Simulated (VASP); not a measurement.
A run of VASP 6.6.1 is set up as follows.

Contents of INCAR:

```
ALGO = Normal
EDIFF = 1E-6
ENCUT = 520
GGA = PS
ISIF = 2
ISMEAR = 0
LASPH = T
LCHARG = F
LREAL = F
LWAVE = F
NBANDS = 34
NELM = 100
PREC = Accurate
SIGMA = 0.05
```

KPOINTS

```
k-points
0
Gamma
  10 10 10
```

File POSCAR:

```
Ga
1.0
    2.2615000000     -3.8305000000      0.0000000000
    2.2615000000      3.8305000000      0.0000000000
    0.0000000000      0.0000000000      4.5240000000
Ga
4
Direct
    0.8451000000      0.1549000000      0.0810000000
    0.6549000000      0.3451000000      0.5810000000
    0.1549000000      0.8451000000      0.9190000000
    0.3451000000      0.6549000000      0.4190000000
```

Potentials or basis: VASP PAW PBE potentials, release 64 (Ga_d).

The run is started by

```sh
$ cat potpaw_PBE.64/Ga_d/POTCAR > POTCAR
$ mpirun -np 1 vasp_std > vasp.out
```

(1) What does it give for the pressure?

(2) Estimate the largest force.

(3) Predict the band gap on the k mesh.

## Answers

(1) -1.5 GPa.

(2) 0.150 eV/Å.

(3) zero (bands 26 and 27 overlap by 1.31 eV).

Caveat: the PAW data sets were made with another functional, which shifts forces and pressure a little.
